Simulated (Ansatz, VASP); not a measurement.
ZrGa2Cl8: VASP beside Ansatz

```xyz
11
Lattice="6.4385 0.0000 0.0000 0.0000 6.4385 0.0000 0.0000 0.0000 6.3258" Properties=species:S:1:pos:R:3 pbc="T T T"
Zr    0.0000    0.0000    3.1629
Ga    3.2193    0.0000    0.0000
Ga    0.0000    3.2193    0.0000
Cl    4.8943    1.5442    1.6207
Cl    1.5442    4.8943    1.6207
Cl    1.5442    1.5442    4.7051
Cl    4.8943    4.8943    4.7051
Cl    1.5442    4.8943    4.7051
Cl    4.8943    1.5442    4.7051
Cl    4.8943    4.8943    1.6207
Cl    1.5442    1.5442    1.6207
```

Change from the starting cell: ordered mixture with vacancies on the cation sites of fluorite (P4/mmm, No. 123).

Alike in both runs: functional PBE; k mesh 4 × 4 × 4; occupations gaussian, width 0.1 eV; no spin polarisation.

Ansatz relaxed the structure, and its values are those at the end. VASP's run is a single point on that final structure, the one shown.

```csv
,VASP,Ansatz
version,VASP 6.6.1,Ansatz 0.2.0
potentials or method,"VASP PAW PBE potentials, release 64 (Zr_sv, Ga_d, Cl), cutoff 520 eV","scalar-relativistic, plane waves, PAW"
valence electrons in the cell,94,94
```

Ansatz gave:

| Item | Value |
| --- | --- |
| gap on the k mesh at the Fermi level (eV) | none |
| pressure (GPa) | -0.2 |
| rms of the force components (eV/Å) | 0.021 |

**Question.** Estimate VASP's values.

**Answer.** gap on the k mesh at the Fermi level (eV): none; pressure (GPa): -0.3; rms of the force components (eV/Å): 0.022.

A gap of «none» marks a metal or a gap that the smearing closes.
